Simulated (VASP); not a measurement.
# InAs (Cmcm) in VASP: single point with PBE

Aim: the single point of InAs with PBE.

Everything below comes from runs of VASP 6.6.1. Logs are shortened: lines on timing, memory, paths and dates and some standing lists are left out, and cuts for length are marked.

## 1. The cell of the first run

It takes space group Cmcm (No. 63, orthorhombic). Conventional cell: a = 5.727 Å, b = 5.973 Å, c = 16.950 Å, α = 90.00°, β = 90.00°, γ = 90.00°. In (site symmetry m) has 6 As at 2.84 to 3.38 Å and 2 In at 3.23 to 3.48 Å within 3.7 Å. Within 3.8 Å of In (site symmetry m2m) lie 6 As at 2.86 to 3.15 Å and 2 In at 3.48 Å. Within 3.3 Å of As (site symmetry m) lie 1 As at 2.53 Å and 5 In at 2.89 to 3.15 Å. As (site symmetry m2m) has 6 In at 2.84 to 3.05 Å within 3.7 Å.

## 2. Single point, PBE

Input file INCAR:

```
ALGO = Normal ; EDIFF = 1E-6
ENCUT = 520 ; GGA = PE
ISIF = 2 ; ISMEAR = 0
LASPH = True ; LCHARG = False
LREAL = False ; LWAVE = False
NBANDS = 66 ; NELM = 100
PREC = Accurate ; SIGMA = 0.1
```

Input file KPOINTS:

```
k-points
0
Gamma
  4 4 1
```

Input file POSCAR:

```
InAs
1.0
    2.8634240600     -2.9864668800      0.0000000000
    2.8634240600      2.9864668800      0.0000000000
    0.0000000000      0.0000000000     16.9504394500
In As
6 6
Direct
    0.5865140000      0.4134860000      0.0902820100
    0.0468279900      0.9531720100      0.7500000000
    0.5865140000      0.4134860000      0.4097179900
    0.9531720100      0.0468279900      0.2500000000
    0.4134860000      0.5865140000      0.5902820100
    0.4134860000      0.5865140000      0.9097179900
    0.0760980100      0.9239019900      0.0695509800
    0.4427390100      0.5572609900      0.2500000000
    0.9239019900      0.0760980100      0.9304490200
    0.5572609900      0.4427390100      0.7500000000
    0.9239019900      0.0760980100      0.5695509800
    0.0760980100      0.9239019900      0.4304490200
```

Potentials or basis: VASP PAW PBE potentials, release 64 (In_d, As).

The run is started by

```
> cat potpaw_PBE.64/In_d/POTCAR potpaw_PBE.64/As/POTCAR > POTCAR
> mpirun -np 1 vasp_std > vasp.out
```

OUTCAR:

```text
EDIFF = 1E-6
   ENCUT = 520
   GGA = PE
   ISIF = 2
   ISMEAR = 0
   LASPH = True
   LREAL = False
   NELM = 100
   PREC = Accurate

 ion  position               nearest neighbor table
   1  0.587  0.413  0.090-   8 2.84   7 2.89   7 2.89   7 2.95   7 3.07   6 3.23   9 3.38   4 3.48
                             4 4.02   4 4.02
   2  0.047  0.953  0.750-  10 2.86  10 2.86  10 2.92  10 3.05  11 3.15   9 3.15   5 3.48   6 3.48
                             5 4.02   6 4.02   5 4.02   6 4.02
   3  0.587  0.413  0.410-   8 2.84  12 2.89  12 2.89  12 2.95  12 3.07   5 3.23  11 3.38   4 3.48
                             4 4.02   4 4.02
   4  0.953  0.047  0.250-   8 2.86   8 2.86   8 2.92   8 3.05   7 3.15  12 3.15   3 3.48   1 3.48
                             1 4.02   3 4.02   1 4.02   3 4.02
   5  0.413  0.587  0.590-  10 2.84  11 2.89  11 2.89  11 2.95  11 3.07   3 3.23  12 3.38   2 3.48
                             2 4.02   2 4.02
   6  0.413  0.587  0.910-  10 2.84   9 2.89   9 2.89   9 2.95   9 3.07   1 3.23   7 3.38   2 3.48
                             2 4.02   2 4.02
   7  0.076  0.924  0.070-   9 2.53   1 2.89   1 2.89   1 2.95   1 3.07   4 3.15   6 3.38
   8  0.443  0.557  0.250-   1 2.84   3 2.84   4 2.86   4 2.86   4 2.92   4 3.05
   9  0.924  0.076  0.930-   7 2.53   6 2.89   6 2.89   6 2.95   6 3.07   2 3.15   1 3.38
  10  0.557  0.443  0.750-   5 2.84   6 2.84   2 2.86   2 2.86   2 2.92   2 3.05
  11  0.924  0.076  0.570-  12 2.53   5 2.89   5 2.89   5 2.95   5 3.07   2 3.15   3 3.38
  12  0.076  0.924  0.430-  11 2.53   3 2.89   3 2.89   3 2.95   3 3.07   4 3.15   5 3.38

  LATTYP: Found a base centered orthorhombic cell.
 ALAT       =     5.7268481200
 B/A-ratio  =     1.0429705197
 C/A-ratio  =     2.9598199734

  Lattice vectors:

 A1 = (   2.8634240600,  -2.9864668800,   0.0000000000)
 A2 = (   2.8634240600,   2.9864668800,   0.0000000000)
 A3 = (   0.0000000000,   0.0000000000,  16.9504394500)

Analysis of symmetry for initial positions (statically):
=====================================================================
 Subroutine PRICEL returns:
 Original cell was already a primitive cell.

 Routine SETGRP: Setting up the symmetry group for a
 base centered orthorhombic supercell.

 Subroutine GETGRP returns: Found  8 space group operations
 (whereof  4 operations were pure point group operations)
 out of a pool of  8 trial point group operations.

The static configuration has the point symmetry C_2h.
 The point group associated with its full space group is D_2h.

Analysis of symmetry for dynamics (positions and initial velocities):
=====================================================================
 Subroutine PRICEL returns:
 Original cell was already a primitive cell.

 Routine SETGRP: Setting up the symmetry group for a
 base centered orthorhombic supercell.

 Subroutine GETGRP returns: Found  8 space group operations
 (whereof  4 operations were pure point group operations)
 out of a pool of  8 trial point group operations.

The dynamic configuration has the point symmetry C_2h.
 The point group associated with its full space group is D_2h.

 Subroutine INISYM returns: Found  8 space group operations
 (whereof  4 operations are pure point group operations),
 and found     1 'primitive' translations

----------------------------------------------------------------------------------------

                                     Primitive cell

  volume of cell :     289.9041

  direct lattice vectors                    reciprocal lattice vectors
     2.863424060 -2.986466880  0.000000000     0.174616120 -0.167421914  0.000000000
     2.863424060  2.986466880  0.000000000     0.174616120  0.167421914  0.000000000
     0.000000000  0.000000000 16.950439450     0.000000000  0.000000000  0.058995521

  length of vectors
     4.137412449  4.137412449 16.950439450     0.241910906  0.241910906  0.058995521

  position of ions in fractional coordinates (direct lattice)
     0.586514000  0.413486000  0.090282010
     0.046827990  0.953172010  0.750000000
     0.586514000  0.413486000  0.409717990
     0.953172010  0.046827990  0.250000000
     0.413486000  0.586514000  0.590282010
     0.413486000  0.586514000  0.909717990
     0.076098010  0.923901990  0.069550980
     0.442739010  0.557260990  0.250000000
     0.923901990  0.076098010  0.930449020
     0.557260990  0.442739010  0.750000000
     0.923901990  0.076098010  0.569550980
     0.076098010  0.923901990  0.430449020

  ion indices of the primitive-cell ions
   primitive index   ion index
                 1           1
                 2           2
                 3           3
                 4           4
                 5           5
                 6           6
                 7           7
                 8           8
                 9           9
                10          10
                11          11
                12          12

----------------------------------------------------------------------------------------

 KPOINTS: k-points

Automatic generation of k-mesh.
 Grid dimensions read from file:
 generate k-points for:    4    4    1

 Generating k-lattice:

  Cartesian coordinates                     Fractional coordinates (reciprocal lattice)
     0.043654030 -0.041855478  0.000000000     0.250000000  0.000000000  0.000000000
     0.043654030  0.041855478  0.000000000     0.000000000  0.250000000  0.000000000
     0.000000000  0.000000000  0.058995521     0.000000000  0.000000000  1.000000000

  Length of vectors
     0.060477727  0.060477727  0.058995521

  Shift w.r.t. Gamma in fractional coordinates (k-lattice)
     0.000000000  0.000000000  0.000000000

 Subroutine IBZKPT returns following result:
 ===========================================

 Found      7 irreducible k-points:

 Following reciprocal coordinates:
            Coordinates               Weight
  0.000000  0.000000  0.000000      1.000000
  0.250000  0.000000  0.000000      4.000000
  0.500000  0.000000  0.000000      2.000000
  0.250000  0.250000  0.000000      2.000000
  0.500000  0.250000  0.000000      4.000000
 -0.250000  0.250000  0.000000      2.000000
  0.500000  0.500000  0.000000      1.000000
   k-points           NKPTS =      7   k-points in BZ     NKDIM =      7   number of bands    NBANDS=     66
   number of dos      NEDOS =    301   number of ions     NIONS =     12
   total plane-waves  NPLWV = 129024
   dimension x,y,z NGX =    32 NGY =   32 NGZ =  126
   dimension x,y,z NGXF=    64 NGYF=   64 NGZF=  252
   ions per type =               6   6
   NGX,Y,Z   is equivalent  to a cutoff of  12.86, 12.86, 12.36 a.u.
   NGXF,Y,Z  is equivalent  to a cutoff of  25.72, 25.72, 24.72 a.u.
 SYSTEM =  unknown system
   PREC   = accura    normal or accurate (medium, high low for compatibility)
   ISTART =      0    job   : 0-new  1-cont  2-samecut
   ICHARG =      2    charge: 1-file 2-atom 10-const
   ISPIN  =      1    spin polarized calculation?
   LNONCOLLINEAR =      F non collinear calculations
   LSORBIT =      F    spin-orbit coupling
   LASPH  =      T    aspherical Exc in radial PAW
   ENCUT  =  520.0 eV  38.22 Ry    6.18 a.u.   7.69  7.69 31.52*2*pi/ulx,y,z
   NELM   =    100;   NELMIN=  2; NELMDL= -5     # of ELM steps
   EDIFF  = 0.1E-05   stopping-criterion for ELM
   LREAL  =      F    real-space projection
   EDIFFG = 0.1E-04   stopping-criterion for IOM
   NSW    =      0    number of steps for IOM
   IBRION =     -1    ionic relax: 0-MD 1-quasi-New 2-CG
   NFREE  =      0    steps in history (QN), initial steepest desc. (CG)
   ISIF   =      2    stress and relaxation
   ISYM   =      2    0-nonsym 1-usesym 2-fastsym
   POTIM  = 0.5000    time-step for ionic-motion
   TEBEG  =    0.0;   TEEND  =   0.0 temperature during run
   PSTRESS=    0.0 pullay stress
   NELECT =     108.0000    total number of electrons
   NUPDOWN=      -1.0000    fix difference up-down
   EMIN   =  10.00;   EMAX   =-10.00  energy-range for DOS
   EFERMI =   0.00;   METHOD = LEGACY
   ISMEAR =     0;   SIGMA  =   0.10  broadening in eV -4-tet -1-fermi 0-gaus
   EFERMI_NEDOS =   21; number of points for ismear=-14 and -15
   IALGO  =     38    algorithm
   IMIX   =      4    mixing-type and parameters
     AMIX     =   0.40;   BMIX     =  1.00
     AMIX_MAG =   1.60;   BMIX_MAG =  1.00
  volume/ion in A,a.u.               =      24.16       163.03
  Fermi-wavevector in a.u.,A,eV,Ry     =   1.177962  2.226026 18.879371  1.387595
  Thomas-Fermi vector in A             =   2.314299
   LORBIT       =      0    0 simple, 1 ext, 2 COOP (PROOUT), +10 PAW based schemes
   GGA     = PE    functional components
   LHFCALC =     F    Hartree Fock is set to
   AEXX    =    0.0000 exact exchange contribution
   IVDW    =     0    specifies the selected vdW correction
   LEPSILON=     F    determine dielectric tensor
   LRPA    =     F    only Hartree local field effects (RPA)
 non-spin polarized calculation
 Gauss-broadening in eV      SIGMA  =   0.10
  energy-cutoff  :      520.00
  volume of cell :      289.90
 maximum number of plane-waves:      7835
 NGX is ok and might be reduce to    32
   NGX = 15   NGY = 15   NGZ = 63

 number of electron     108.0000027 magnetization

 Free energy of the ion-electron system (eV)
  ---------------------------------------------------
  ext. energy  EPLUGINS =         0.00000000
  ---------------------------------------------------
  free energy    TOTEN  =       -43.71977417 eV

  energy without entropy =      -43.68638964  energy(sigma->0) =      -43.70308191

 E-fermi :   6.2045     XC(G=0): -10.0446

 val. band max:        6.1857641420   @ k =   0.0000   0.0000   0.0000
 cond. band min:       6.2666065873   @ k =   0.2500   0.0000   0.0000
 fundamental gap:      0.0808424454
 Fermi energy:         6.2045190787

 k-point     1 :       0.0000    0.0000    0.0000
  band No.  band energies     occupation
      1      -8.5952      2.00000
      2      -8.5691      2.00000
      3      -8.5621      2.00000
      4      -8.4733      2.00000
      5      -8.4653      2.00000
      6      -8.4215      2.00000
[... 58 lines left out ...]
     65      10.3664      0.00000
     66      10.4761      0.00000

 k-point     2 :       0.2500    0.0000    0.0000
  band No.  band energies     occupation
      1      -8.5626      2.00000
      2      -8.5479      2.00000
      3      -8.5229      2.00000
      4      -8.4618      2.00000
      5      -8.4516      2.00000
      6      -8.4224      2.00000
[... 58 lines left out ...]
     65      10.2541      0.00000
     66      10.3735      0.00000

 k-point     3 :       0.5000    0.0000    0.0000
  band No.  band energies     occupation
      1      -8.5329      2.00000
      2      -8.5278      2.00000
      3      -8.4863      2.00000
      4      -8.4661      2.00000
      5      -8.4462      2.00000
      6      -8.4387      2.00000
[... 58 lines left out ...]
     65       8.9628      0.00000
     66       9.0841      0.00000

 k-point     4 :       0.2500    0.2500    0.0000
  band No.  band energies     occupation
      1      -8.5428      2.00000
      2      -8.5309      2.00000
      3      -8.5139      2.00000
      4      -8.4875      2.00000
      5      -8.4716      2.00000
      6      -8.4667      2.00000
[... 58 lines left out ...]
     65       9.9647      0.00000
     66      10.1003      0.00000

 k-point     5 :       0.5000    0.2500    0.0000
  band No.  band energies     occupation
      1      -8.5732      2.00000
      2      -8.5448      2.00000
      3      -8.5241      2.00000
      4      -8.5117      2.00000
      5      -8.5061      2.00000
      6      -8.4940      2.00000
[... 58 lines left out ...]
     65      10.7194      0.00000
     66      11.0006      0.00000

 k-point     6 :      -0.2500    0.2500    0.0000
  band No.  band energies     occupation
      1      -8.5778      2.00000
      2      -8.5549      2.00000
      3      -8.5179      2.00000
      4      -8.4721      2.00000
      5      -8.4709      2.00000
      6      -8.4694      2.00000
[... 58 lines left out ...]
     65       9.9914      0.00000
     66      10.1707      0.00000

 k-point     7 :       0.5000    0.5000    0.0000
  band No.  band energies     occupation
      1      -8.6435      2.00000
      2      -8.6110      2.00000
      3      -8.5583      2.00000
      4      -8.5553      2.00000
      5      -8.5491      2.00000
      6      -8.5228      2.00000
[... 58 lines left out ...]
     65      11.1336      0.00000
     66      11.2263      0.00000

------------------------ aborting loop because EDIFF is reached ----------------------------------------

  FORCE on cell =-STRESS in cart. coord.  units (eV):
  Direction    XX          YY          ZZ          XY          YZ          ZX
  --------------------------------------------------------------------------------------
  -------------------------------------------------------------------------------------
  Total       -2.6933793      2.8142855      0.1185952      0.0000000      0.0000000      0.0000000
  in kB      -14.8851688     15.5533664      0.6554257      0.0000000      0.0000000      0.0000000
  external PRESSURE =       0.4412078 kB  Pullay stress =       0.0000000 kB

 VOLUME and BASIS-vectors are now :
 -----------------------------------------------------------------------------
  energy-cutoff  :      520.00
  volume of cell :      289.90
      direct lattice vectors                 reciprocal lattice vectors
     2.863424060 -2.986466880  0.000000000     0.174616120 -0.167421914  0.000000000
     2.863424060  2.986466880  0.000000000     0.174616120  0.167421914  0.000000000
     0.000000000  0.000000000 16.950439450     0.000000000  0.000000000  0.058995521

 POSITION                                       TOTAL-FORCE (eV/Angst)
 -----------------------------------------------------------------------------------
      2.86342     -0.51674      1.53032         0.000000      0.023769     -0.024722
      2.86342      2.70677     12.71283         0.000000      0.075210      0.000000
      2.86342     -0.51674      6.94490         0.000000      0.023769      0.024722
      2.86342     -2.70677      4.23761         0.000000     -0.075210      0.000000
      2.86342      0.51674     10.00554         0.000000     -0.023769     -0.024722
      2.86342      0.51674     15.42012         0.000000     -0.023769      0.024722
      2.86342      2.53194      1.17892         0.000000     -0.018371     -0.210322
      2.86342      0.34202      4.23761         0.000000      0.010512      0.000000
      2.86342     -2.53194     15.77152         0.000000      0.018371      0.210322
      2.86342     -0.34202     12.71283         0.000000     -0.010512      0.000000
      2.86342     -2.53194      9.65414         0.000000      0.018371     -0.210322
      2.86342      2.53194      7.29630         0.000000     -0.018371      0.210322
 -----------------------------------------------------------------------------------
    total drift:                                0.000000      0.000000     -0.000000

  FREE ENERGIE OF THE ION-ELECTRON SYSTEM (eV)
  ---------------------------------------------------
  free  energy   TOTEN  =       -43.7197741747 eV

  energy  without entropy=      -43.6863896357  energy(sigma->0) =      -43.70308191
```

Run time: 2.7 min. Hardware: 1 thread of Intel Xeon Platinum 8259CL at 2.50GHz (Skylake/Cascade Lake), shared host; peak memory 0.39 GiB.

What came out:

```
Free energy            : -43.7198 eV
Pressure               : 0.0 GPa
Largest force          : 0.211 eV/Å
Band gap on the k mesh : zero (band 54 reaches 6.70 eV, above the bottom of band 55 at 4.08 eV)
```

Forces on the atoms (eV/Å):
```
In   0.000  0.024 -0.025
In   0.000  0.075  0.000
In   0.000  0.024  0.025
In   0.000 -0.075  0.000
In   0.000 -0.024 -0.025
In   0.000 -0.024  0.025
As   0.000 -0.018 -0.210
As   0.000  0.011  0.000
As   0.000  0.018  0.210
As   0.000 -0.011  0.000
As   0.000  0.018 -0.210
As   0.000 -0.018  0.210
```

Caveat: the k points lie up to 0.38 Å⁻¹ apart; spin-orbit coupling is left out, which moves the levels of the heavy elements.
